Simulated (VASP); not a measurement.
Input of a VASP 6.6.1 run:

Contents of INCAR:

```
PREC     = Accurate       # precision mode
ENCUT    = 520            # plane-wave cutoff, eV
EDIFF    = 1E-6           # SCF threshold, eV
ISMEAR   = 0              # smearing method
SIGMA    = 0.1            # smearing width, eV
LREAL    = False          # projectors in reciprocal space
LASPH    = True           # aspherical terms in the spheres
NELM     = 100            # most SCF steps
ALGO     = Normal         # electronic algorithm
ISIF     = 2              # what is computed and relaxed
LWAVE    = False          # write WAVECAR
LCHARG   = False          # write CHGCAR
GGA      = PE             # functional
NBANDS   = 15             # bands
```

KPOINTS

```
regular mesh
0
Gamma
  8 8 8
```

POSCAR

```
KF
1.0
    3.2589550000      0.0000000000      0.0000000000
    0.0000000000      3.2589550000      0.0000000000
    0.0000000000      0.0000000000      3.2589550000
K F
1 1
Direct
    0.0071689188      0.0090651911     -0.0012659827
    0.4987526128      0.5145082183      0.5185747464
```

Potentials or basis: VASP PAW PBE potentials, release 64 (K_sv, F).

The run is started by

```bash
$ cat potpaw_PBE.64/K_sv/POTCAR potpaw_PBE.64/F/POTCAR > POTCAR
$ mpirun -np 1 vasp_std > vasp.out
```

(1) What does it give for the pressure?

(2) Estimate the band gap on the k mesh.

(3) Predict the largest force.

Results:

(1) 0.1 GPa.

(2) 6.26 eV (least direct gap 6.31 eV).

(3) 0.057 eV/Å.
